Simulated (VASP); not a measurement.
# AlNi (P4/mmm) in VASP: further runs, part 2 of 3

VASP 6.6.1. Earlier steps stand in the parts before.

### Step 3. Single point, PBEsol

This run uses another cell than the first one, of 10.95 Å³/atom, 1.008 times its volume.

Input file INCAR:

```
ALGO = Fast ; EDIFF = 1E-6
ENCUT = 520 ; GGA = PS
ISIF = 2 ; ISMEAR = 0
LASPH = T ; LCHARG = F
LREAL = F ; LWAVE = F
NBANDS = 14 ; NELM = 80
PREC = Accurate ; SIGMA = 0.15
```

Input file KPOINTS:

```
k-points
0
Gamma
  16 16 16
```

Input file POSCAR:

```
AlNi
1.0
    1.9538327071     -1.9537807868      0.0000000000
    1.9538327071      1.9537807868      0.0000000000
    0.0000000000      0.0000000000      2.8688666979
Al Ni
1 1
Direct
    0.0000000000      0.0000000000      0.0000000000
    0.5000000000      0.5000000000      0.5000000000
```

Potentials or basis: VASP PAW PBE potentials, release 64 (Al, Ni).

Started as:

```bash
cat potpaw_PBE.64/Al/POTCAR potpaw_PBE.64/Ni/POTCAR > POTCAR
mpirun -np 1 vasp_std > vasp.out
```

OUTCAR:

```text
EDIFF = 1E-6
   ENCUT = 520
   GGA = PS
   ISIF = 2
   ISMEAR = 0
   LASPH = T
   LREAL = F
   NELM = 80
   PREC = Accurate

 ion  position               nearest neighbor table
   1  0.000  0.000  0.000-   2 2.42   2 2.42   2 2.42   2 2.42   2 2.42   2 2.42   2 2.42   2 2.42

   2  0.500  0.500  0.500-   1 2.42   1 2.42   1 2.42   1 2.42   1 2.42   1 2.42   1 2.42   1 2.42

  LATTYP: Found a base centered orthorhombic cell.
 ALAT       =     3.9075615736
 B/A-ratio  =     1.0000265743
 C/A-ratio  =     0.7341833632

  Lattice vectors:

 A1 = (  -1.9538327071,  -1.9537807868,   0.0000000000)
 A2 = (   1.9538327071,  -1.9537807868,   0.0000000000)
 A3 = (   0.0000000000,   0.0000000000,   2.8688666979)

Analysis of symmetry for initial positions (statically):
=====================================================================
 Subroutine PRICEL returns:
 Original cell was already a primitive cell.

 Routine SETGRP: Setting up the symmetry group for a
 base centered orthorhombic supercell.

 Subroutine GETGRP returns: Found  8 space group operations
 (whereof  8 operations were pure point group operations)
 out of a pool of  8 trial point group operations.

The static configuration has the point symmetry D_2h.

Analysis of symmetry for dynamics (positions and initial velocities):
=====================================================================
 Subroutine PRICEL returns:
 Original cell was already a primitive cell.

 Routine SETGRP: Setting up the symmetry group for a
 base centered orthorhombic supercell.

 Subroutine GETGRP returns: Found  8 space group operations
 (whereof  8 operations were pure point group operations)
 out of a pool of  8 trial point group operations.

The dynamic configuration has the point symmetry D_2h.

 Subroutine INISYM returns: Found  8 space group operations
 (whereof  8 operations are pure point group operations),
 and found     1 'primitive' translations

----------------------------------------------------------------------------------------

                                     Primitive cell

  volume of cell :      21.9030

  direct lattice vectors                    reciprocal lattice vectors
     1.953832707 -1.953780787  0.000000000     0.255907273 -0.255914074  0.000000000
     1.953832707  1.953780787  0.000000000     0.255907273  0.255914074  0.000000000
     0.000000000  0.000000000  2.868866698     0.000000000  0.000000000  0.348569699

  length of vectors
     2.763100000  2.763100000  2.868866698     0.361912345  0.361912345  0.348569699

  position of ions in fractional coordinates (direct lattice)
     0.000000000  0.000000000  0.000000000
     0.500000000  0.500000000  0.500000000

  ion indices of the primitive-cell ions
   primitive index   ion index
                 1           1
                 2           2

----------------------------------------------------------------------------------------

 KPOINTS: k-points

Automatic generation of k-mesh.
 Grid dimensions read from file:
 generate k-points for:   16   16   16

 Generating k-lattice:

  Cartesian coordinates                     Fractional coordinates (reciprocal lattice)
     0.015994205 -0.015994630  0.000000000     0.062500000 -0.000000000  0.000000000
     0.015994205  0.015994630  0.000000000    -0.000000000  0.062500000  0.000000000
     0.000000000  0.000000000  0.021785606     0.000000000  0.000000000  0.062500000

  Length of vectors
     0.022619522  0.022619522  0.021785606

  Shift w.r.t. Gamma in fractional coordinates (k-lattice)
     0.000000000  0.000000000  0.000000000

 Subroutine IBZKPT returns following result:
 ===========================================

 Found    657 irreducible k-points:

 Following reciprocal coordinates:
            Coordinates               Weight
  0.000000  0.000000  0.000000      1.000000
  0.062500 -0.000000  0.000000      4.000000
  0.125000 -0.000000  0.000000      4.000000
  0.187500 -0.000000  0.000000      4.000000
  0.250000 -0.000000  0.000000      4.000000
  0.312500 -0.000000  0.000000      4.000000
[... 16 lines left out ...]
 -0.125000  0.062500  0.000000      4.000000
 -0.062500  0.062500  0.000000      2.000000
 [... further k-points ...]
   k-points           NKPTS =    657   k-points in BZ     NKDIM =    657   number of bands    NBANDS=     14
   number of dos      NEDOS =    301   number of ions     NIONS =      2
   total plane-waves  NPLWV =  13824
   dimension x,y,z NGX =    24 NGY =   24 NGZ =   24
   dimension x,y,z NGXF=    48 NGYF=   48 NGZF=   48
   ions per type =               1   1
   NGX,Y,Z   is equivalent  to a cutoff of  14.44, 14.44, 13.91 a.u.
   NGXF,Y,Z  is equivalent  to a cutoff of  28.88, 28.88, 27.82 a.u.
 SYSTEM =  unknown system
   PREC   = accura    normal or accurate (medium, high low for compatibility)
   ISTART =      0    job   : 0-new  1-cont  2-samecut
   ICHARG =      2    charge: 1-file 2-atom 10-const
   ISPIN  =      1    spin polarized calculation?
   LNONCOLLINEAR =      F non collinear calculations
   LSORBIT =      F    spin-orbit coupling
   LASPH  =      T    aspherical Exc in radial PAW
   ENCUT  =  520.0 eV  38.22 Ry    6.18 a.u.   5.14  5.14  5.33*2*pi/ulx,y,z
   NELM   =     80;   NELMIN=  2; NELMDL= -5     # of ELM steps
   EDIFF  = 0.1E-05   stopping-criterion for ELM
   LREAL  =      F    real-space projection
   EDIFFG = 0.1E-04   stopping-criterion for IOM
   NSW    =      0    number of steps for IOM
   IBRION =     -1    ionic relax: 0-MD 1-quasi-New 2-CG
   NFREE  =      0    steps in history (QN), initial steepest desc. (CG)
   ISIF   =      2    stress and relaxation
   ISYM   =      2    0-nonsym 1-usesym 2-fastsym
   POTIM  = 0.5000    time-step for ionic-motion
   TEBEG  =    0.0;   TEEND  =   0.0 temperature during run
   PSTRESS=    0.0 pullay stress
   NELECT =      13.0000    total number of electrons
   NUPDOWN=      -1.0000    fix difference up-down
   EMIN   =  10.00;   EMAX   =-10.00  energy-range for DOS
   EFERMI =   0.00;   METHOD = LEGACY
   ISMEAR =     0;   SIGMA  =   0.15  broadening in eV -4-tet -1-fermi 0-gaus
   EFERMI_NEDOS =   21; number of points for ismear=-14 and -15
   IALGO  =     68    algorithm
   IMIX   =      4    mixing-type and parameters
     AMIX     =   0.40;   BMIX     =  1.00
     AMIX_MAG =   1.60;   BMIX_MAG =  1.00
  volume/ion in A,a.u.               =      10.95        73.90
  Fermi-wavevector in a.u.,A,eV,Ry     =   1.375798  2.599882 25.753391  1.892821
  Thomas-Fermi vector in A             =   2.501101
   LORBIT       =      0    0 simple, 1 ext, 2 COOP (PROOUT), +10 PAW based schemes
   GGA     = PS    functional components
   LHFCALC =     F    Hartree Fock is set to
   AEXX    =    0.0000 exact exchange contribution
   IVDW    =     0    specifies the selected vdW correction
   LEPSILON=     F    determine dielectric tensor
   LRPA    =     F    only Hartree local field effects (RPA)
 non-spin polarized calculation
 RMM-DIIS sequential band-by-band and
 Gauss-broadening in eV      SIGMA  =   0.15
  energy-cutoff  :      520.00
  volume of cell :       21.90
 maximum number of plane-waves:       604
 NGX is ok and might be reduce to    24
   NGX = 11   NGY = 11   NGZ = 11

 number of electron      13.0000002 magnetization

 Free energy of the ion-electron system (eV)
  ---------------------------------------------------
  ext. energy  EPLUGINS =         0.00000000
  ---------------------------------------------------
  free energy    TOTEN  =       -11.52127963 eV

  energy without entropy =      -11.51236991  energy(sigma->0) =      -11.51682477

 E-fermi :  11.0966     XC(G=0): -12.5993

 val. band max:       11.0933185662   @ k =   0.3750   0.1875   0.1250
 cond. band min:      11.1088691339   @ k =   0.4375   0.3125   0.5000
 fundamental gap:      0.0155505678
 Fermi energy:        11.0966274753

 k-point     1 :       0.0000    0.0000    0.0000
  band No.  band energies     occupation
      1      -0.6899      2.00000
      2       7.3906      2.00000
      3       7.4349      2.00000
      4       9.3323      2.00000
      5       9.3324      2.00000
      6       9.4495      2.00000
      7      16.0519      0.00000
      8      17.4669      0.00000
      9      17.4671      0.00000
     10      19.3252      0.00000
     11      19.6881      0.00000
     12      26.5272      0.00000
     13      32.7637      0.00000
     14      32.7694      0.00000
[... 377 lines left out ...]
      1      -0.5330      2.00000
      2       7.4234      2.00000
      3       7.4458      2.00000
      4       9.2828      2.00000
      5       9.3061      2.00000
      6       9.3777      2.00000
      7      16.2688      0.00000
      8      16.4031      0.00000
      9      16.8566      0.00000
     10      19.7184      0.00000
     11      21.0014      0.00000
     12      27.0731      0.00000
     13      31.6560      0.00000
     14      31.8070      0.00000

 [... further k-points ...]
[... 5 lines left out ...]
  --------------------------------------------------------------------------------------
  -------------------------------------------------------------------------------------
  Total        2.0783512      2.0794387      1.5981500      0.0000000      0.0000000      0.0000000
  in kB      152.0288285    152.1083784    116.9027003      0.0000000      0.0000000      0.0000000
  external PRESSURE =     140.3466357 kB  Pullay stress =       0.0000000 kB

 VOLUME and BASIS-vectors are now :
 -----------------------------------------------------------------------------
  energy-cutoff  :      520.00
  volume of cell :       21.90
      direct lattice vectors                 reciprocal lattice vectors
     1.953832707 -1.953780787  0.000000000     0.255907273 -0.255914074  0.000000000
     1.953832707  1.953780787  0.000000000     0.255907273  0.255914074  0.000000000
     0.000000000  0.000000000  2.868866698     0.000000000  0.000000000  0.348569699

 POSITION                                       TOTAL-FORCE (eV/Angst)
 -----------------------------------------------------------------------------------
      0.00000      0.00000      0.00000        -0.000000     -0.000000      0.000000
      1.95383      0.00000      1.43443         0.000000      0.000000      0.000000
 -----------------------------------------------------------------------------------
    total drift:                                0.000000     -0.000000     -0.000000

  FREE ENERGIE OF THE ION-ELECTRON SYSTEM (eV)
  ---------------------------------------------------
  free  energy   TOTEN  =       -11.5212796274 eV

  energy  without entropy=      -11.5123699141  energy(sigma->0) =      -11.51682477
```

stdout:

```text
POSCAR found type information on POSCAR AlNi
 POSCAR found :  2 types and       2 ions
 scaLAPACK will be used
 -----------------------------------------------------------------------------
|                                                                             |
|                                                                             |
|     You enforced a specific xc type in the INCAR file but a different       |
|     I HOPE YOU KNOW WHAT YOU ARE DOING!                                     |
|                                                                             |
 -----------------------------------------------------------------------------

 LDA part: xc-table for (Slater+PW92), standard interpolation
 POSCAR, INCAR and KPOINTS ok, starting setup
 FFT: planning ... GRIDC
 FFT: planning ... GRID_SOFT
 FFT: planning ... GRID
 WAVECAR not read
 entering main loop
```

It took 2.5 min on 1 thread of Intel Xeon Platinum 8259CL at 2.50GHz (Skylake/Cascade Lake), shared host; peak memory 0.31 GiB.

Results:

```
Free energy : -11.5213 eV
Pressure    : 14.0 GPa
```

Levels at points of the mesh, in eV from the Fermi level:
```
           k point  band 3  band 4  band 5  band 6  band 7  band 8  band 9  band 10  band 11  band 12
(0.00, 0.00, 0.00)   -3.66   -1.76   -1.76   -1.65    4.96    6.37    6.37     8.23     8.59    15.43
(0.50, 0.00, 0.00)   -3.11   -2.68   -2.44   -1.65   -0.59    8.36    9.62    10.93    11.18    12.34
(0.50, 0.50, 0.00)   -2.94   -2.94   -2.46   -2.46   -1.06    1.88    3.19    12.66    15.31    15.31
(0.00, 0.00, 0.50)   -3.18   -2.44   -2.44   -1.57   -0.90    8.41   10.79    10.79    11.93    11.93
(0.50, 0.00, 0.50)   -3.30   -3.11   -2.30   -2.26   -1.17    1.52    2.81    13.64    15.92    16.34
(0.50, 0.50, 0.50)   -4.54   -1.15   -1.04    1.85    1.95    1.95    4.54     4.74     4.74     5.16
```

Caveat: the PAW data sets were made with another functional, which shifts forces and pressure a little. Spin polarisation is off, so any magnetic state and its effect on volume and gap are missing.

### Step 4. Single point, PBEsol

This run uses another cell than the first one, of 11.03 Å³/atom, 1.016 times its volume.

Input file INCAR:

```
  PREC = Accurate
  ENCUT = 520
  EDIFF = 1E-6
  ISMEAR = 0
  SIGMA = 0.15
  LREAL = False
  LASPH = True
  NELM = 80
  ALGO = Fast
  ISIF = 2
  LWAVE = False
  LCHARG = True
  GGA = PS
  LELF = True
  LVHAR = True
  NBANDS = 14
```

Input file KPOINTS:

```
regular mesh
0
Gamma
  16 16 16
```

Input file POSCAR:

```
AlNi
1.0
    1.9874914371     -1.9874386223      0.0000000000
    1.9874914371      1.9874386223      0.0000000000
    0.0000000000      0.0000000000      2.7924000000
Al Ni
1 1
Direct
    0.0000000000      0.0000000000      0.0000000000
    0.5000000000      0.5000000000      0.5000000000
```

Started as:

```bash
cat potpaw_PBE.64/Al/POTCAR potpaw_PBE.64/Ni/POTCAR > POTCAR
mpirun -np 1 vasp_std > vasp.out
```

It took 2.3 min on 1 thread of Intel Xeon Platinum 8259CL at 2.50GHz (Skylake/Cascade Lake), shared host; peak memory 0.32 GiB.

It converged, with:

* Free energy: -11.5403 eV
* Pressure: 12.3 GPa

Stress tensor (GPa, compression positive):
```
12.01  0.00  0.00
 0.00 12.02  0.00
 0.00  0.00 12.79
```

Levels at points of the mesh, in eV from the Fermi level:
```tsv
k point	band 4	band 5	band 6	band 7	band 8	band 9	band 10	band 11
(0.00, 0.00, 0.00)	-1.73	-1.71	-1.71	5.77	5.77	6.02	8.38	8.44
(0.50, 0.00, 0.00)	-2.51	-2.47	-1.61	-0.71	8.38	10.31	10.54	11.63
(0.50, 0.50, 0.00)	-3.14	-2.30	-2.30	-1.13	1.57	2.86	13.32	15.88
(0.00, 0.00, 0.50)	-2.51	-2.51	-1.62	-0.66	8.38	10.33	10.33	11.70
(0.50, 0.00, 0.50)	-3.07	-2.34	-2.33	-1.12	1.63	2.92	13.15	15.70
(0.50, 0.50, 0.50)	-1.10	-1.08	1.90	1.91	1.92	4.46	4.79	4.86
```

Caveat: the PAW data sets were made with another functional, which shifts forces and pressure a little.

(Part 2 of 3 ends here.)
